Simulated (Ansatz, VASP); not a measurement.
NbH2 in VASP and in Ansatz

```
Nb H
1.0
    -0.17431    2.11322    2.11322
     2.11322   -0.17431    2.11322
     2.11322    2.11322   -0.17431
Nb H
1 2
Direct
  0.00000 0.00000 0.00000
  0.25000 0.25000 0.25000
  0.75000 0.75000 0.75000
```

Alike in both runs: task single point; functional PBEsol; k mesh 16 × 16 × 16; occupations gaussian, width 0.15 eV; no spin polarisation.

```csv
,VASP,Ansatz
version,VASP 6.6.1,Ansatz 0.2.0
potentials or method,"VASP PAW PBE potentials, release 64 (Nb_sv, H), cutoff 520 eV","scalar-relativistic, plane waves, PAW"
valence electrons in the cell,15,15
```

|  | VASP | Ansatz | Ansatz less VASP |
| --- | --- | --- | --- |
| gap on the k mesh at the Fermi level (eV) | none | none | - |
| pressure (GPa) | 22.9 | 23.5 | +0.57 |
| traceless stress, the component that is largest in VASP (GPa) | 17.19 | 17.25 | +0.061 |
| rms of the force components (eV/Å) | 0.613 | 0.615 | +0.0023 |

VASP's potentials were made for PBE, not for PBEsol. Atom by atom the forces differ by 0.002 eV/Å (rms over components). A gap of «none» marks a metal or a gap that the smearing closes.
